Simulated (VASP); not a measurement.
Runs of VASP 6.6.1 on In. The structure is that of space group Fm-3m (No. 225), or close to it. The cells are those of the table. 

```csv
task,spin,cell,k mesh,cutoff (eV),gap on the mesh (eV),pressure (GPa)
single point,"non-collinear, zero start, SOC","a = 3.263 Å, angles 60.0°, 1 atom",12 × 12 × 12,520,-,0.0
single point,off,"a = 3.263 Å, angles 60.0°, 1 atom",13 × 13 × 13,520,none,0.2
single point,off,"a = 3.263 Å, angles 60.0°, 1 atom",19 × 19 × 19,520,none,0.1
single point,off,"a = 3.127 Å, angles 60.0°, 1 atom",13 × 13 × 13,520,none,(a)
relaxation of cell and atoms,off,"relaxed from a = 3.331 Å, angles 60.0°, 1 atom",12 × 12 × 12,600,none,0.0
single point,off,"a = 3.263 Å, angles 60.0°, 1 atom",12 × 12 × 12,520,none,0.1
single point,off,"a = 3.389 Å, angles 60.0°, 1 atom",13 × 13 × 13,520,none,-4.2
single point,off,"a = 3.219 Å, angles 60.0°, 1 atom",13 × 13 × 13,520,none,(b)
single point,off,"a = 3.174 Å, angles 60.0°, 1 atom",13 × 13 × 13,520,none,5.4
single point,off,"a = 3.306 Å, angles 60.0°, 1 atom",13 × 13 × 13,520,none,-1.6
single point,off,"a = 3.348 Å, angles 60.0°, 1 atom",13 × 13 × 13,520,none,-3.1
```

Alike in all rows: level LDA; potentials or basis VASP PAW LDA potentials, release 64 (In_d); smearing fermi-dirac 0.1 eV.

Fill in the values left out.

(a) 9.2; (b) 2.5.

Caveats: spin-orbit coupling is left out, which moves the levels of the heavy elements (some runs).

A k mesh can miss the band edges, and rows without SOC leave out spin-orbit coupling on In.

A gap of «none» marks levels without a gap at the run's occupations.
